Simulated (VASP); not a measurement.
Set up this calculation in VASP 6.6.1, as the native input.

```
Task                   : single point
Functional             : LDA
Potentials or basis    : VASP PAW LDA potentials, release 64 (Mg, Li_sv)
Cutoff                 : 520 eV
k mesh                 : 8 × 5 × 1
Occupations            : gaussian, width 0.1 eV
Spin                   : no spin polarisation
Dipole correction      : yes
Further INCAR settings : ALGO = Fast; EDIFF = 1e-07; NBANDS = 25; ISYM = 0
```

The structure of LiMg5 lies in POSCAR:

```
LiMg5
1.0
    3.1523257600      0.0000000000      0.0000000000
   -1.5761628800      5.7605657300      0.0000000000
    0.0000000000      0.0000000000     30.4926121685
Mg Li
10 2
Direct
    0.1606434000      0.3212868000      0.2951534605
    0.8944837600      0.7889675200      0.3089554804
    0.5516889100      0.1033778200      0.3757608003
    0.2812766400      0.5625532800      0.3898673002
    0.9408532950      0.8817065900      0.4549074601
    0.3225862992      0.6458777985      0.5289188917
    0.0556387245      0.1130146877      0.5438052606
    0.7145908689      0.4297838218      0.6066307582
    0.4433802629      0.8855695286      0.6199337138
    0.1002716891      0.2010768917      0.6827556230
    0.6699801100      0.3399602200      0.4674414101
    0.8318897839      0.6587247893      0.6926144074
```

The input as run:

INCAR

```
SYSTEM = LiMg5
ALGO     = Fast           ! electronic algorithm
DIPOL    = 0.5 0.5 0.497
EDIFF    = 1E-7           ! SCF threshold, eV
ENCUT    = 520            ! plane-wave cutoff, eV
IDIPOL   = 3            
ISIF     = 2              ! what is computed and relaxed
ISMEAR   = 0              ! smearing method
ISYM     = 0            
LASPH    = .True.         ! aspherical terms in the spheres
LCHARG   = .False.        ! write CHGCAR
LDIPOL   = .True.       
LREAL    = .False.        ! projectors in reciprocal space
LWAVE    = .False.        ! write WAVECAR
NBANDS   = 25             ! bands
NELM     = 60             ! most SCF steps
PREC     = Accurate       ! precision mode
SIGMA    = 0.1            ! smearing width, eV
```

KPOINTS

```
k-points
0
Gamma
  8 5 1
  0 0 0
```

Potentials or basis: VASP PAW LDA potentials, release 64 (Mg, Li_sv).

The run is started by

```bash
$ cat potpaw_LDA.64/Mg/POTCAR potpaw_LDA.64/Li_sv/POTCAR > POTCAR
$ mpirun -np 1 vasp_std > vasp.out
```

Results of the run:

```json
{
  "Largest force": "0.262 eV/Å",
  "Band gap on the k mesh": "zero (bands 13 and 14 overlap by 1.15 eV)"
}
```

Wall time 35 min on 1 thread of Oxide Virtual Turin-like Processor (shared host), peak memory 0.54 GiB.
